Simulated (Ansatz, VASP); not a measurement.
Sb in VASP and in Ansatz

The input INCAR:

```
  PREC = Accurate
  ENCUT = 500
  EDIFF = 1E-6
  ISMEAR = 0
  SIGMA = 0.014
  LREAL = False
  LASPH = True
  NELM = 120
  ALGO = Normal
  ISIF = 2
  LWAVE = False
  LCHARG = False
  GGA = PE
  NBANDS = 8
  GGA_COMPAT = False
```

Contents of KPOINTS:

```
regular mesh
0
Gamma
  12 12 12
```

Contents of POSCAR:

```
Sb
1.0
   -1.5765401831      1.5765401831      2.7119384313
    1.5765401831     -1.5765401831      2.7119384313
    1.5765401831      1.5765401831     -2.7119384313
Sb
1
Direct
    0.0000000000      0.0000000000      0.0000000000
```

The input input.yaml:

```yaml
crystal:
  lattice:
    - [-1.5765401831, 1.5765401831, 2.7119384313]
    - [1.5765401831, -1.5765401831, 2.7119384313]
    - [1.5765401831, 1.5765401831, -2.7119384313]
  atoms:
    - { symbol: Sb, position: [0.0, 0.0, 0.0] }
hamiltonian:
  xc: pbe
  pseudopotentials: { kind: paw }
kpoints:
  mp_grid: { grid: [12, 12, 12] }
scf:
  occupations: { method: gaussian, width: 0.014 }
output:
  forces: true
  stress: true
  eigenvalues: true
  write_density: true
  write_potential: true
  elf: true
  volumetric_format: npy
```

Alike in both runs: task single point; functional PBE; k mesh 12 × 12 × 12; occupations gaussian, width 0.014 eV; no spin polarisation.

|  | VASP | Ansatz |
| --- | --- | --- |
| version | VASP 6.6.1 | Ansatz 0.2.0 |
| potentials or method | VASP PAW PBE potentials, release 64 (Sb) | Ansatz PAW |
| plane-wave cutoff (eV) | 500 | 420 |
| valence electrons in the cell | 5 | 15 |

|  | VASP | Ansatz | Ansatz less VASP |
| --- | --- | --- | --- |
| gap on the k mesh at the Fermi level (eV) | none | none | - |
| pressure (GPa) | 1.7 | 1.8 | +0.11 |
| traceless stress, the component that is largest in VASP (GPa) | -0.54 | -0.54 | +0.005 |

A gap of «none» marks a metal or a gap that the smearing closes. The functional is the same, so the differences come from potentials, cutoffs and numerics. VASP's potentials hold 5 valence electrons a cell and Ansatz's 15, so a difference there can come from the potentials and not from the codes.

Spin-orbit coupling is off throughout.
